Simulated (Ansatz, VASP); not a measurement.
## SiC3 in VASP and in Ansatz

```
Si C
1.0
     3.21473    0.00000    0.00000
     0.00000    3.21473    0.00000
     0.00000    0.00000    3.21473
Si C
1 3
Direct
  0.00000 0.00000 0.00000
  0.50000 0.50000 0.00000
  0.00000 0.50000 0.50000
  0.50000 0.00000 0.50000
```

Change from the starting cell: species swapped into the InPt3 type (Pm-3m, No. 221).

Alike in both runs: functional PBE; k mesh 6 × 6 × 6; occupations gaussian, width 0.2 eV; no spin polarisation.

Ansatz relaxed the structure, and its values are those at the end. VASP's run is a single point on that final structure, the one shown.

|  | VASP | Ansatz |
| --- | --- | --- |
| version | VASP 6.6.1 | Ansatz 0.2.0 |
| potentials or method | VASP PAW PBE potentials, release 64 (Si, C), cutoff 600 eV | scalar-relativistic, plane waves, PAW |
| valence electrons in the cell | 16 | 16 |

|  | VASP | Ansatz | Ansatz less VASP |
| --- | --- | --- | --- |
| gap on the k mesh at the Fermi level (eV) | none | none | - |
| pressure (GPa) | -0.3 | -0.3 | -0.03 |

A gap of «none» marks a metal or a gap that the smearing closes.
